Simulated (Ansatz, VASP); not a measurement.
N in VASP and in Ansatz

```
N
1.0
     3.62900    0.00000    0.00000
    -1.81450    3.14281    0.00000
     0.00000    0.00000    5.89000
N
2
Cartesian
  0.0000 2.0952 1.4725
  1.8145 1.0476 4.4175
```

Alike in both runs: task electric field gradients; functional PBE; k mesh 10 × 10 × 5; occupations fermi-dirac, width 0.02 eV; no spin polarisation.

```csv
,VASP,Ansatz
version,VASP 6.6.1,Ansatz 0.2.0
potentials or method,"VASP PAW PBE potentials, release 64 (N)","PAW with Ansatz's default frozen-core files, scalar-relativistic"
plane-wave cutoff (eV),520,420
valence electrons in the cell,10,10
```

VASP gave:

| Property | Result |
| --- | --- |
| pressure (GPa) | -7.3 |
| size of Vzz on the site where it differs most (V/Å²) | 0.4 |

Q: Which values does Ansatz return?

A: Pressure (GPa): -7.2; size of Vzz on the site where it differs most (V/Å²): 0.4.

With one functional, cell and mesh, what is left measures potentials, basis and numerics.
